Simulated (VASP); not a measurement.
# MgF2 (rutile type) (P4_2/mnm) in VASP: further runs, part 2 of 2

VASP 6.6.1. Earlier steps stand in the parts before.

## 4. Relaxation of shape and atoms at fixed volume, PBEsol

This run uses another cell than the first one, of 8.79 Å³/atom.

INCAR reads:

```
ALGO = Normal
EDIFF = 1E-7
EDIFFG = -0.005
ENCUT = 600
GGA = PS
GGA_COMPAT = F
IBRION = 2
ISIF = 4
ISMEAR = -1
LASPH = T
LCHARG = F
LREAL = F
LWAVE = F
NELM = 120
NELMIN = 4
NSW = 50
PREC = Accurate
SIGMA = 0.08
```

KPOINTS reads:

```
k-points
0
Gamma
  7 7 10
```

POSCAR reads:

```
MgF2
1.0
    4.3066974927      0.0000000000      0.0000000000
    0.0000000000      4.3066974927      0.0000000000
    0.0000000000      0.0000000000      2.8429325023
Mg F
2 4
Direct
    0.0000000000      0.0000000000      0.0000000000
    0.5000000000      0.5000000000      0.5000000000
    0.3033899452      0.3033899452      0.0000000000
    0.6966100548      0.6966100548      0.0000000000
    0.8033899452      0.1966100548      0.5000000000
    0.1966100548      0.8033899452      0.5000000000
```

Potentials or basis: VASP PAW PBE potentials, release 64 (Mg, F).

Launch:

```console
> cat potpaw_PBE.64/Mg/POTCAR potpaw_PBE.64/F/POTCAR > POTCAR
> mpirun -np 1 vasp_std > vasp.out
```

OUTCAR:

```text
EDIFF = 1E-7
   EDIFFG = -0.005
   ENCUT = 600
   GGA = PS
   IBRION = 2
   ISIF = 4
   ISMEAR = -1
   LASPH = T
   LREAL = F
   NELM = 120
   NELMIN = 4
   NSW = 50
   PREC = Accurate

 ion  position               nearest neighbor table
   1  0.000  0.000  0.000-   3 1.85   4 1.85   5 1.86   6 1.86   5 1.86   6 1.86   2 3.36   2 3.36
                             2 3.36   2 3.36   2 3.36   2 3.36   2 3.36   2 3.36
   2  0.500  0.500  0.500-   5 1.85   6 1.85   3 1.86   4 1.86   3 1.86   4 1.86   1 3.36   1 3.36
                             1 3.36   1 3.36   1 3.36   1 3.36   1 3.36   1 3.36
   3  0.303  0.303  0.000-   1 1.85   2 1.86   2 1.86
   4  0.697  0.697  0.000-   1 1.85   2 1.86   2 1.86
   5  0.803  0.197  0.500-   2 1.85   1 1.86   1 1.86
   6  0.197  0.803  0.500-   2 1.85   1 1.86   1 1.86

  LATTYP: Found a simple tetragonal cell.
 ALAT       =     4.3066974927
 C/A-ratio  =     0.6601189211

  Lattice vectors:

 A1 = (   4.3066974927,   0.0000000000,   0.0000000000)
 A2 = (   0.0000000000,   4.3066974927,   0.0000000000)
 A3 = (   0.0000000000,   0.0000000000,   2.8429325023)

Analysis of symmetry for initial positions (statically):
=====================================================================
 Subroutine PRICEL returns:
 Original cell was already a primitive cell.

 Routine SETGRP: Setting up the symmetry group for a
 simple tetragonal supercell.

 Subroutine GETGRP returns: Found 16 space group operations
 (whereof  8 operations were pure point group operations)
 out of a pool of 16 trial point group operations.

The static configuration has the point symmetry D_2h.
 The point group associated with its full space group is D_4h.

Analysis of symmetry for dynamics (positions and initial velocities):
=====================================================================
 Subroutine PRICEL returns:
 Original cell was already a primitive cell.

 Routine SETGRP: Setting up the symmetry group for a
 simple tetragonal supercell.

 Subroutine GETGRP returns: Found 16 space group operations
 (whereof  8 operations were pure point group operations)
 out of a pool of 16 trial point group operations.

The dynamic configuration has the point symmetry D_2h.
 The point group associated with its full space group is D_4h.

 Subroutine INISYM returns: Found 16 space group operations
 (whereof  8 operations are pure point group operations),
 and found     1 'primitive' translations

----------------------------------------------------------------------------------------

                                     Primitive cell

  volume of cell :      52.7297

  direct lattice vectors                    reciprocal lattice vectors
     4.306697493  0.000000000  0.000000000     0.232196480  0.000000000  0.000000000
     0.000000000  4.306697493  0.000000000     0.000000000  0.232196480  0.000000000
     0.000000000  0.000000000  2.842932502     0.000000000  0.000000000  0.351749470

  length of vectors
     4.306697493  4.306697493  2.842932502     0.232196480  0.232196480  0.351749470

  position of ions in fractional coordinates (direct lattice)
     0.000000000  0.000000000  0.000000000
     0.500000000  0.500000000  0.500000000
[... 47 lines left out ...]
  0.285714  0.142857  0.000000      8.000000
[... 16 lines left out ...]
  0.285714  0.000000  0.200000      8.000000
  0.428571  0.000000  0.200000      8.000000
 [... further k-points ...]
   k-points           NKPTS =     60   k-points in BZ     NKDIM =     60   number of bands    NBANDS=     20
   number of dos      NEDOS =    301   number of ions     NIONS =      6
   total plane-waves  NPLWV =  31104
   dimension x,y,z NGX =    36 NGY =   36 NGZ =   24
   dimension x,y,z NGXF=    72 NGYF=   72 NGZF=   48
   ions per type =               2   4
   NGX,Y,Z   is equivalent  to a cutoff of  13.90, 13.90, 14.03 a.u.
   NGXF,Y,Z  is equivalent  to a cutoff of  27.79, 27.79, 28.07 a.u.
 SYSTEM =  unknown system
   PREC   = accura    normal or accurate (medium, high low for compatibility)
   ISTART =      0    job   : 0-new  1-cont  2-samecut
   ICHARG =      2    charge: 1-file 2-atom 10-const
   ISPIN  =      1    spin polarized calculation?
   LNONCOLLINEAR =      F non collinear calculations
   LSORBIT =      F    spin-orbit coupling
   LASPH  =      T    aspherical Exc in radial PAW
   ENCUT  =  600.0 eV  44.10 Ry    6.64 a.u.   8.60  8.60  5.68*2*pi/ulx,y,z
   NELM   =    120;   NELMIN=  4; NELMDL= -5     # of ELM steps
   EDIFF  = 0.1E-06   stopping-criterion for ELM
   LREAL  =      F    real-space projection
   EDIFFG = -.5E-02   stopping-criterion for IOM
   NSW    =     50    number of steps for IOM
   IBRION =      2    ionic relax: 0-MD 1-quasi-New 2-CG
   NFREE  =      1    steps in history (QN), initial steepest desc. (CG)
   ISIF   =      4    stress and relaxation
   ISYM   =      2    0-nonsym 1-usesym 2-fastsym
   POTIM  = 0.5000    time-step for ionic-motion
   TEBEG  =    0.0;   TEEND  =   0.0 temperature during run
   PSTRESS=    0.0 pullay stress
   NELECT =      32.0000    total number of electrons
   NUPDOWN=      -1.0000    fix difference up-down
   EMIN   =  10.00;   EMAX   =-10.00  energy-range for DOS
   EFERMI =   0.00;   METHOD = LEGACY
   ISMEAR =    -1;   SIGMA  =   0.08  broadening in eV -4-tet -1-fermi 0-gaus
   EFERMI_NEDOS =   21; number of points for ismear=-14 and -15
   IALGO  =     38    algorithm
   IMIX   =      4    mixing-type and parameters
     AMIX     =   0.40;   BMIX     =  1.00
     AMIX_MAG =   1.60;   BMIX_MAG =  1.00
  volume/ion in A,a.u.               =       8.79        59.31
  Fermi-wavevector in a.u.,A,eV,Ry     =   1.386031  2.619220 26.137921  1.921083
  Thomas-Fermi vector in A             =   2.510386
   LORBIT       =      0    0 simple, 1 ext, 2 COOP (PROOUT), +10 PAW based schemes
   GGA     = PS    functional components
   LHFCALC =     F    Hartree Fock is set to
   AEXX    =    0.0000 exact exchange contribution
   IVDW    =     0    specifies the selected vdW correction
   LEPSILON=     F    determine dielectric tensor
   LRPA    =     F    only Hartree local field effects (RPA)
 conjugate gradient relaxation of ions
 non-spin polarized calculation
  energy-cutoff  :      600.00
  volume of cell :       52.73
 maximum number of plane-waves:      1779
 NGX is ok and might be reduce to    36
   NGX = 17   NGY = 17   NGZ = 11

--------------------------------------- Ionic step        1  -------------------------------------------

 number of electron      32.0000008 magnetization

 Free energy of the ion-electron system (eV)
  ---------------------------------------------------
  ext. energy  EPLUGINS =         0.00000000
  ---------------------------------------------------
  free energy    TOTEN  =       -31.41211341 eV

  energy without entropy =      -31.41211341  energy(sigma->0) =      -31.41211341

------------------------ aborting loop because EDIFF is reached ----------------------------------------

  FORCE on cell =-STRESS in cart. coord.  units (eV):
  Direction    XX          YY          ZZ          XY          YZ          ZX
  --------------------------------------------------------------------------------------
  -------------------------------------------------------------------------------------
  Total       11.0992124     11.0992124     12.8927790     -0.0000000      0.0000000      0.0000000
  in kB      337.2465062    337.2465062    391.7435339     -0.0000000      0.0000000      0.0000000
  external PRESSURE =     355.4121821 kB  Pullay stress =       0.0000000 kB
[... 147 lines left out ...]
--------------------------------------- Ionic step        5  -------------------------------------------

 number of electron      31.9999996 magnetization

 Free energy of the ion-electron system (eV)
  ---------------------------------------------------
  ext. energy  EPLUGINS =         0.00000000
  ---------------------------------------------------
  free energy    TOTEN  =       -31.43321105 eV

  energy without entropy =      -31.43321105  energy(sigma->0) =      -31.43321105

 E-fermi :   1.8005     XC(G=0): -11.1101

 val. band max:        0.1873501775   @ k =   0.0000   0.0000   0.0000
 cond. band min:       8.6692651769   @ k =   0.0000   0.0000   0.0000
 fundamental gap:      8.4819149994
 Fermi energy:         1.8004825047

 k-point     1 :       0.0000    0.0000    0.0000
  band No.  band energies     occupation
      1     -21.4030      2.00000
      2     -20.0643      2.00000
      3     -20.0643      2.00000
      4     -19.9132      2.00000
      5      -4.8129      2.00000
      6      -3.3820      2.00000
[... 541 lines left out ...]
     19      15.5985      0.00000
     20      15.8720      0.00000

 [... further k-points ...]

------------------------ aborting loop because EDIFF is reached ----------------------------------------

  FORCE on cell =-STRESS in cart. coord.  units (eV):
  Direction    XX          YY          ZZ          XY          YZ          ZX
  --------------------------------------------------------------------------------------
  -------------------------------------------------------------------------------------
  Total       11.5273331     11.5273331     11.5312081      0.0000000      0.0000000      0.0000000
  in kB      350.2548361    350.2548361    350.3725787      0.0000000      0.0000000      0.0000000
  external PRESSURE =     350.2940836 kB  Pullay stress =       0.0000000 kB
[... 21 lines left out ...]
  FREE ENERGIE OF THE ION-ELECTRON SYSTEM (eV)
  ---------------------------------------------------
  free  energy   TOTEN  =       -31.4332110504 eV

  energy  without entropy=      -31.4332110502  energy(sigma->0) =      -31.43321105

 reached required accuracy - stopping structural energy minimisation
```

OSZICAR:

```text
N       E                     dE             d eps       ncg     rms          rms(c)
DAV:   1     0.220932350567E+03    0.22093E+03   -0.20646E+04  2528   0.174E+03
DAV:   2    -0.244005676739E+02   -0.24533E+03   -0.23654E+03  3044   0.373E+02
[... 41 lines left out ...]
DAV:   1    -0.314338135036E+02   -0.75600E-03   -0.12930E-01  2400   0.339E+00    0.207E-01
DAV:   2    -0.314334570213E+02    0.35648E-03   -0.14365E-03  2748   0.352E-01    0.119E-01
DAV:   3    -0.314332104527E+02    0.24657E-03   -0.21238E-04  2852   0.166E-01    0.858E-03
DAV:   4    -0.314332108170E+02   -0.36426E-06   -0.17047E-05  2600   0.356E-02    0.509E-03
DAV:   5    -0.314332110231E+02   -0.20606E-06   -0.25394E-07  2012   0.608E-03    0.902E-04
DAV:   6    -0.314332110504E+02   -0.27292E-07   -0.69124E-08  1476   0.249E-03
   5 F= -.31433211E+02 E0= -.31433211E+02  d E =-.346737E-03
```

It took 2 min on 1 thread of Intel Xeon 6975P-C (Granite Rapids), shared host; peak memory 0.22 GiB.

Results:

* Free energy: -31.4332 eV
* Energy gained by relaxing: 3.5 meV/atom
* Ionic steps: 5
* Pressure after relaxing: 35.0 GPa
* Band gap on the k mesh: 8.48 eV

Step by step:
| step | energy change (eV) | largest force (eV/Å) | pressure (GPa) | volume (Å³) |
| --- | --- | --- | --- | --- |
| 1 | 0.0000 | 0.4666 | 35.54 | 52.73 |
| 2 | -0.0169 | 0.2315 | 34.94 | 52.73 |
| 3 | -0.0208 | 0.0194 | 35.04 | 52.73 |
| 4 | -0.0209 | 0.0119 | 35.04 | 52.73 |
| 5 | -0.0211 | 0.0008 | 35.03 | 52.73 |

Final structure:
```yaml
crystal:
  lattice:
    - [4.28620, 0.00000, 0.00000]
    - [0.00000, 4.28620, 0.00000]
    - [0.00000, 0.00000, 2.87019]
  atoms:
    - { symbol: Mg, position: [0.00000, 0.00000, 0.00000] }
    - { symbol: Mg, position: [0.50000, 0.50000, 0.50000] }
    - { symbol: F, position: [0.30120, 0.30120, 0.00000] }
    - { symbol: F, position: [0.69880, 0.69880, 0.00000] }
    - { symbol: F, position: [0.80120, 0.19880, 0.50000] }
    - { symbol: F, position: [0.19880, 0.80120, 0.50000] }
```

Levels at points of the mesh, in eV from the valence-band top:
```
           k point  band 14  band 15  band 16  band 17  band 18  band 19
(0.00, 0.00, 0.00)    -0.33    -0.33     0.00     8.48    13.47    13.47
(0.00, 0.00, 0.50)    -1.68    -1.15    -1.15    13.44    13.44    16.21
```

Caveat: the PAW data sets were made with another functional, which shifts forces and pressure a little; an odd mesh through Γ misses points on the zone boundary, where band edges can lie.

## 5. Single point, PBEsol

INCAR reads:

```
SYSTEM = MgF2
ALGO = Normal ; EDIFF = 1E-6
ENCUT = 600 ; GGA = PS
GGA_COMPAT = .FALSE. ; ISIF = 2
ISMEAR = -1 ; LASPH = .TRUE.
LCHARG = .TRUE. ; LELF = .TRUE.
LREAL = .FALSE. ; LVHAR = .TRUE.
LWAVE = .FALSE. ; NBANDS = 25
NELM = 120 ; PREC = Accurate
SIGMA = 0.08
```

KPOINTS reads:

```
k-points
0
G
  7 7 10
  0 0 0
```

POSCAR reads:

```
MgF2
1.0
    3.9245544613      0.0000000000      0.0000000000
    0.0000000000      3.9245544613      0.0000000000
    0.0000000000      0.0000000000      2.6532383488
Mg F
2 4
Direct
    0.0000000000      0.0000000000      0.0000000000
    0.5000000000      0.5000000000      0.5000000000
    0.3005049302      0.3005049302      0.0000000000
    0.6994950698      0.6994950698      0.0000000000
    0.8005049302      0.1994950698      0.5000000000
    0.1994950698      0.8005049302      0.5000000000
```

Launch:

```console
> cat potpaw_PBE.64/Mg/POTCAR potpaw_PBE.64/F/POTCAR > POTCAR
> mpirun -np 1 vasp_std > vasp.out
```

Run time: 32 s. Hardware: 1 thread of AMD EPYC 9R45 (Zen 5), shared host; peak memory 0.17 GiB.

It converged, with:

```yaml
Free_energy: -25.7393 eV
Pressure: 136.2 GPa
Largest_force: 0.058 eV/Å
Band_gap_on_the_k_mesh: 10.67 eV
```

Forces in eV/Å, atoms in the order of the input:
```
Mg   0.000  0.000  0.000
Mg   0.000  0.000  0.000
F    0.041  0.041  0.000
F   -0.041 -0.041  0.000
F    0.041 -0.041  0.000
F   -0.041  0.041  0.000
```

Stress tensor (GPa, compression positive):
```
136.09   0.00   0.00
  0.00 136.09   0.00
  0.00   0.00 136.46
```

Levels at points of the mesh, in eV from the valence-band top:
```csv
k point,band 14,band 15,band 16,band 17,band 18,band 19
"(0.00, 0.00, 0.00)",-0.29,-0.29,0.00,10.67,15.21,15.36
"(0.00, 0.00, 0.50)",-1.93,-1.57,-1.57,15.71,15.71,18.17
```

Caveat: the cell stands under pressure; the PAW data sets were made with another functional, which shifts forces and pressure a little; an odd mesh through Γ misses points on the zone boundary, where band edges can lie.

## 6. Overview

| task | cell | gap on the mesh (eV) | pressure (GPa) |
| --- | --- | --- | --- |
| relaxation of shape and atoms at fixed volume | relaxed from a = 3.956, b = 3.956, c = 2.611 Å, 6 atoms, atomic positions A | 10.66 | 136.2 |
| relaxation of shape and atoms at fixed volume | relaxed from a = 4.158, b = 4.158, c = 2.745 Å, 6 atoms, atomic positions A | 9.35 | 66.3 |
| relaxation of shape and atoms at fixed volume | relaxed from a = 4.307, b = 4.307, c = 2.843 Å, 6 atoms, atomic positions A | 8.48 | 35.0 |
| single point | a = 3.925, b = 3.925, c = 2.653 Å, 6 atoms, atomic positions B | 10.67 | 136.2 |

Alike in all rows: level PBEsol; potentials or basis VASP PAW PBE potentials, release 64 (Mg, F); no spin polarisation; k mesh 7 × 7 × 10; cutoff (eV) 600; smearing fermi-dirac 0.08 eV.

Caveats: the PAW data sets were made with another functional, which shifts forces and pressure a little; an odd mesh through Γ misses points on the zone boundary, where band edges can lie; the cell stands under pressure (at least some runs).

Total energies depend on the potentials used, so only differences within one code and one set of settings carry meaning.
